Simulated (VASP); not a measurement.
# ScSi2 (Fd-3m) in VASP: single point with PBE

Aim: the single point of ScSi2 with PBE.

Program: VASP 6.6.1. These are calculated values, not measurements. Logs are shortened: lines on timing, memory, paths and dates and some standing lists are left out, and cuts for length are marked.

**1. The cell of the first run**

It takes space group Fd-3m (No. 227, cubic). The conventional cell has a = 7.332 Å, b = 7.332 Å, c = 7.332 Å, α = 90.00°, β = 90.00°, γ = 90.00°. Within 4.0 Å of Sc (site symmetry -43m) lie 12 Si at 3.04 Å and 4 Sc at 3.18 Å. Within 3.4 Å of Si (site symmetry -3m) lie 6 Si at 2.59 Å and 6 Sc at 3.04 Å.

**2. Single point, PBE**

The input, INCAR:

```
SYSTEM = ScSi2
  ALGO = Normal
  EDIFF = 1E-7
  ENCUT = 520
  GGA = PE
  ISIF = 2
  ISMEAR = 0
  LASPH = .True.
  LCHARG = .False.
  LREAL = .False.
  LWAVE = .False.
  NBANDS = 28
  NELM = 60
  PREC = Accurate
  SIGMA = 0.1
```

The input, KPOINTS:

```
k-points
0
Gamma
  4 4 4
  0 0 0
```

The input, POSCAR:

```
ScSi2
1.0
    0.0000000000      3.6661921200      3.6661921200
    3.6661921200      0.0000000000      3.6661921200
    3.6661921200      3.6661921200      0.0000000000
Sc Si
2 4
Direct
    0.5000000000      0.5000000000      0.5000000000
    0.7500000000      0.7500000000      0.7500000000
    0.1250000000      0.1250000000      0.6250000000
    0.1250000000      0.1250000000      0.1250000000
    0.1250000000      0.6250000000      0.1250000000
    0.6250000000      0.1250000000      0.1250000000
```

Potentials or basis: VASP PAW PBE potentials, release 64 (Sc_sv, Si).

Launch:

```
$ cat potpaw_PBE.64/Sc_sv/POTCAR potpaw_PBE.64/Si/POTCAR > POTCAR
$ mpirun -np 1 vasp_std > vasp.out
```

OUTCAR:

```text
SYSTEM = ScSi2
   EDIFF = 1E-7
   ENCUT = 520
   GGA = PE
   ISIF = 2
   ISMEAR = 0
   LASPH = .True.
   LREAL = .False.
   NELM = 60
   PREC = Accurate

 ion  position               nearest neighbor table
   1  0.500  0.500  0.500-   3 3.04   5 3.04   3 3.04   6 3.04   5 3.04   6 3.04   4 3.04   4 3.04
                             4 3.04   3 3.04   5 3.04   6 3.04   2 3.18   2 3.18   2 3.18   2 3.18
   2  0.750  0.750  0.750-   5 3.04   6 3.04   3 3.04   6 3.04   3 3.04   5 3.04   6 3.04   4 3.04
                             4 3.04   3 3.04   4 3.04   5 3.04   1 3.18   1 3.18   1 3.18   1 3.18
   3  0.125  0.125  0.625-   4 2.59   4 2.59   5 2.59   6 2.59   5 2.59   6 2.59   1 3.04   2 3.04
                             1 3.04   2 3.04   1 3.04   2 3.04
   4  0.125  0.125  0.125-   3 2.59   5 2.59   6 2.59   3 2.59   5 2.59   6 2.59   1 3.04   2 3.04
                             1 3.04   2 3.04   1 3.04   2 3.04
   5  0.125  0.625  0.125-   4 2.59   3 2.59   3 2.59   4 2.59   6 2.59   6 2.59   1 3.04   2 3.04
                             1 3.04   2 3.04   1 3.04   2 3.04
   6  0.625  0.125  0.125-   4 2.59   3 2.59   5 2.59   3 2.59   4 2.59   5 2.59   2 3.04   1 3.04
                             2 3.04   1 3.04   1 3.04   2 3.04

  LATTYP: Found a face centered cubic cell.
 ALAT       =     7.3323842400

  Lattice vectors:

 A1 = (   0.0000000000,   3.6661921200,   3.6661921200)
 A2 = (   3.6661921200,   0.0000000000,   3.6661921200)
 A3 = (   3.6661921200,   3.6661921200,   0.0000000000)

Analysis of symmetry for initial positions (statically):
=====================================================================
 Subroutine PRICEL returns:
 Original cell was already a primitive cell.

 Routine SETGRP: Setting up the symmetry group for a
 face centered cubic supercell.

 Subroutine GETGRP returns: Found 48 space group operations
 (whereof 24 operations were pure point group operations)
 out of a pool of 48 trial point group operations.

The static configuration has the point symmetry T_d .
 The point group associated with its full space group is O_h .

Analysis of symmetry for dynamics (positions and initial velocities):
=====================================================================
 Subroutine PRICEL returns:
 Original cell was already a primitive cell.

 Routine SETGRP: Setting up the symmetry group for a
 face centered cubic supercell.

 Subroutine GETGRP returns: Found 48 space group operations
 (whereof 24 operations were pure point group operations)
 out of a pool of 48 trial point group operations.

The dynamic configuration has the point symmetry T_d .
 The point group associated with its full space group is O_h .

 Subroutine INISYM returns: Found 48 space group operations
 (whereof 24 operations are pure point group operations),
 and found     1 'primitive' translations

----------------------------------------------------------------------------------------

                                     Primitive cell

  volume of cell :      98.5543

  direct lattice vectors                    reciprocal lattice vectors
     0.000000000  3.666192120  3.666192120    -0.136381287  0.136381287  0.136381287
     3.666192120  0.000000000  3.666192120     0.136381287 -0.136381287  0.136381287
     3.666192120  3.666192120  0.000000000     0.136381287  0.136381287 -0.136381287

  length of vectors
     5.184778618  5.184778618  5.184778618     0.236219318  0.236219318  0.236219318

  position of ions in fractional coordinates (direct lattice)
     0.500000000  0.500000000  0.500000000
     0.750000000  0.750000000  0.750000000
     0.125000000  0.125000000  0.625000000
     0.125000000  0.125000000  0.125000000
     0.125000000  0.625000000  0.125000000
     0.625000000  0.125000000  0.125000000

  ion indices of the primitive-cell ions
   primitive index   ion index
                 1           1
                 2           2
                 3           3
                 4           4
                 5           5
                 6           6

----------------------------------------------------------------------------------------

 KPOINTS: k-points

Automatic generation of k-mesh.
 Grid dimensions read from file:
 generate k-points for:    4    4    4

 Generating k-lattice:

  Cartesian coordinates                     Fractional coordinates (reciprocal lattice)
    -0.034095322  0.034095322  0.034095322     0.250000000  0.000000000  0.000000000
     0.034095322 -0.034095322  0.034095322     0.000000000  0.250000000  0.000000000
     0.034095322  0.034095322 -0.034095322     0.000000000  0.000000000  0.250000000

  Length of vectors
     0.059054830  0.059054830  0.059054830

  Shift w.r.t. Gamma in fractional coordinates (k-lattice)
     0.000000000  0.000000000  0.000000000

 Subroutine IBZKPT returns following result:
 ===========================================

 Found      8 irreducible k-points:

 Following reciprocal coordinates:
            Coordinates               Weight
  0.000000  0.000000  0.000000      1.000000
  0.250000  0.000000  0.000000      8.000000
  0.500000  0.000000  0.000000      4.000000
  0.250000  0.250000  0.000000      6.000000
  0.500000  0.250000  0.000000     24.000000
 -0.250000  0.250000  0.000000     12.000000
  0.500000  0.500000  0.000000      3.000000
 -0.250000  0.500000  0.250000      6.000000
   k-points           NKPTS =      8   k-points in BZ     NKDIM =      8   number of bands    NBANDS=     28
   number of dos      NEDOS =    301   number of ions     NIONS =      6
   total plane-waves  NPLWV =  64000
   dimension x,y,z NGX =    40 NGY =   40 NGZ =   40
   dimension x,y,z NGXF=    80 NGYF=   80 NGZF=   80
   ions per type =               2   4
   NGX,Y,Z   is equivalent  to a cutoff of  12.83, 12.83, 12.83 a.u.
   NGXF,Y,Z  is equivalent  to a cutoff of  25.65, 25.65, 25.65 a.u.
 SYSTEM =  ScSi2
   PREC   = accura    normal or accurate (medium, high low for compatibility)
   ISTART =      0    job   : 0-new  1-cont  2-samecut
   ICHARG =      2    charge: 1-file 2-atom 10-const
   ISPIN  =      1    spin polarized calculation?
   LNONCOLLINEAR =      F non collinear calculations
   LSORBIT =      F    spin-orbit coupling
   LASPH  =      T    aspherical Exc in radial PAW
   ENCUT  =  520.0 eV  38.22 Ry    6.18 a.u.   9.64  9.64  9.64*2*pi/ulx,y,z
   NELM   =     60;   NELMIN=  2; NELMDL= -5     # of ELM steps
   EDIFF  = 0.1E-06   stopping-criterion for ELM
   LREAL  =      F    real-space projection
   EDIFFG = 0.1E-05   stopping-criterion for IOM
   NSW    =      0    number of steps for IOM
   IBRION =     -1    ionic relax: 0-MD 1-quasi-New 2-CG
   NFREE  =      0    steps in history (QN), initial steepest desc. (CG)
   ISIF   =      2    stress and relaxation
   ISYM   =      2    0-nonsym 1-usesym 2-fastsym
   POTIM  = 0.5000    time-step for ionic-motion
   TEBEG  =    0.0;   TEEND  =   0.0 temperature during run
   PSTRESS=    0.0 pullay stress
   NELECT =      38.0000    total number of electrons
   NUPDOWN=      -1.0000    fix difference up-down
   EMIN   =  10.00;   EMAX   =-10.00  energy-range for DOS
   EFERMI =   0.00;   METHOD = LEGACY
   ISMEAR =     0;   SIGMA  =   0.10  broadening in eV -4-tet -1-fermi 0-gaus
   EFERMI_NEDOS =   21; number of points for ismear=-14 and -15
   IALGO  =     38    algorithm
   IMIX   =      4    mixing-type and parameters
     AMIX     =   0.40;   BMIX     =  1.00
     AMIX_MAG =   1.60;   BMIX_MAG =  1.00
  volume/ion in A,a.u.               =      16.43       110.85
  Fermi-wavevector in a.u.,A,eV,Ry     =   1.191546  2.251695 19.317305  1.419782
  Thomas-Fermi vector in A             =   2.327605
   LORBIT       =      0    0 simple, 1 ext, 2 COOP (PROOUT), +10 PAW based schemes
   GGA     = PE    functional components
   LHFCALC =     F    Hartree Fock is set to
   AEXX    =    0.0000 exact exchange contribution
   IVDW    =     0    specifies the selected vdW correction
   LEPSILON=     F    determine dielectric tensor
   LRPA    =     F    only Hartree local field effects (RPA)
 non-spin polarized calculation
 Gauss-broadening in eV      SIGMA  =   0.10
  energy-cutoff  :      520.00
  volume of cell :       98.55
 maximum number of plane-waves:      2685
 NGX is ok and might be reduce to    40
   NGX = 19   NGY = 19   NGZ = 19

 number of electron      38.0000000 magnetization

 Free energy of the ion-electron system (eV)
  ---------------------------------------------------
  ext. energy  EPLUGINS =         0.00000000
  ---------------------------------------------------
  free energy    TOTEN  =       -35.76868371 eV

  energy without entropy =      -35.71986630  energy(sigma->0) =      -35.74427500

 E-fermi :   8.3400     XC(G=0): -10.9549

 val. band max:        8.3336026505   @ k =   0.2500   0.0000   0.0000
 cond. band min:       8.3470203405   @ k =   0.5000   0.5000   0.0000
 fundamental gap:      0.0134176900
 Fermi energy:         8.3399523577

 k-point     1 :       0.0000    0.0000    0.0000
  band No.  band energies     occupation
      1     -41.3742      2.00000
      2     -41.3166      2.00000
      3     -20.0892      2.00000
      4     -20.0892      2.00000
      5     -20.0892      2.00000
      6     -19.9469      2.00000
[... 20 lines left out ...]
     27      11.0692      0.00000
     28      11.9735      0.00000

 k-point     2 :       0.2500    0.0000    0.0000
  band No.  band energies     occupation
      1     -41.3681      2.00000
      2     -41.3226      2.00000
      3     -20.0988      2.00000
      4     -20.0988      2.00000
      5     -20.0915      2.00000
      6     -19.9486      2.00000
[... 20 lines left out ...]
     27      10.8333      0.00000
     28      12.0438      0.00000

 k-point     3 :       0.5000    0.0000    0.0000
  band No.  band energies     occupation
      1     -41.3598      2.00000
      2     -41.3310      2.00000
      3     -20.1075      2.00000
      4     -20.1075      2.00000
      5     -20.0950      2.00000
      6     -19.9491      2.00000
[... 20 lines left out ...]
     27      10.8026      0.00000
     28      11.2598      0.00000

 k-point     4 :       0.2500    0.2500    0.0000
  band No.  band energies     occupation
      1     -41.3657      2.00000
      2     -41.3250      2.00000
      3     -20.1096      2.00000
      4     -20.1096      2.00000
      5     -20.0698      2.00000
      6     -19.9704      2.00000
[... 20 lines left out ...]
     27      11.1235      0.00000
     28      11.6040      0.00000

 k-point     5 :       0.5000    0.2500    0.0000
  band No.  band energies     occupation
      1     -41.3555      2.00000
      2     -41.3352      2.00000
      3     -20.1259      2.00000
      4     -20.1174      2.00000
      5     -20.0560      2.00000
      6     -19.9852      2.00000
[... 20 lines left out ...]
     27      11.2370      0.00000
     28      11.4732      0.00000

 k-point     6 :      -0.2500    0.2500    0.0000
  band No.  band energies     occupation
      1     -41.3598      2.00000
      2     -41.3310      2.00000
      3     -20.1241      2.00000
      4     -20.1075      2.00000
      5     -20.0695      2.00000
      6     -19.9707      2.00000
[... 20 lines left out ...]
     27      11.2955      0.00000
     28      11.8356      0.00000

 k-point     7 :       0.5000    0.5000    0.0000
  band No.  band energies     occupation
      1     -41.3454      2.00000
      2     -41.3454      2.00000
      3     -20.1266      2.00000
      4     -20.1266      2.00000
      5     -20.0221      2.00000
      6     -20.0221      2.00000
[... 20 lines left out ...]
     27      11.2625      0.00000
     28      11.2630      0.00000

 k-point     8 :      -0.2500    0.5000    0.2500
  band No.  band energies     occupation
      1     -41.3454      2.00000
      2     -41.3454      2.00000
      3     -20.1277      2.00000
      4     -20.1277      2.00000
      5     -20.0204      2.00000
      6     -20.0204      2.00000
[... 20 lines left out ...]
     27      10.8680      0.00000
     28      10.8680      0.00000

------------------------ aborting loop because EDIFF is reached ----------------------------------------

  FORCE on cell =-STRESS in cart. coord.  units (eV):
  Direction    XX          YY          ZZ          XY          YZ          ZX
  --------------------------------------------------------------------------------------
  -------------------------------------------------------------------------------------
  Total       -3.1707989     -3.1707989     -3.1707989      0.0000000      0.0000000      0.0000000
  in kB      -51.5470273    -51.5470273    -51.5470273      0.0000000      0.0000000      0.0000000
  external PRESSURE =     -51.5470273 kB  Pullay stress =       0.0000000 kB

 VOLUME and BASIS-vectors are now :
 -----------------------------------------------------------------------------
  energy-cutoff  :      520.00
  volume of cell :       98.55
      direct lattice vectors                 reciprocal lattice vectors
     0.000000000  3.666192120  3.666192120    -0.136381287  0.136381287  0.136381287
     3.666192120  0.000000000  3.666192120     0.136381287 -0.136381287  0.136381287
     3.666192120  3.666192120  0.000000000     0.136381287  0.136381287 -0.136381287

 POSITION                                       TOTAL-FORCE (eV/Angst)
 -----------------------------------------------------------------------------------
      3.66619      3.66619      3.66619         0.000000      0.000000      0.000000
      5.49929      5.49929      5.49929        -0.000000     -0.000000     -0.000000
      2.74964      2.74964      0.91655         0.000000     -0.000000      0.000000
      0.91655      0.91655      0.91655         0.000000     -0.000000      0.000000
      2.74964      0.91655      2.74964         0.000000     -0.000000      0.000000
      0.91655      2.74964      2.74964         0.000000     -0.000000      0.000000
 -----------------------------------------------------------------------------------
    total drift:                               -0.000000     -0.000000      0.000000

  FREE ENERGIE OF THE ION-ELECTRON SYSTEM (eV)
  ---------------------------------------------------
  free  energy   TOTEN  =       -35.7686837062 eV

  energy  without entropy=      -35.7198663036  energy(sigma->0) =      -35.74427500
```

It took 28 s on 1 thread of Intel Xeon Platinum 8488C (Sapphire Rapids), shared host; peak memory 0.23 GiB.

What came out:

| Property | Result |
| --- | --- |
| Free energy | -35.7687 eV |
| Pressure | -5.2 GPa |
| Band gap on the k mesh | zero (band 19 reaches 9.00 eV, above the bottom of band 20 at 7.55 eV) |

Caveat: the k points lie up to 0.37 Å⁻¹ apart.
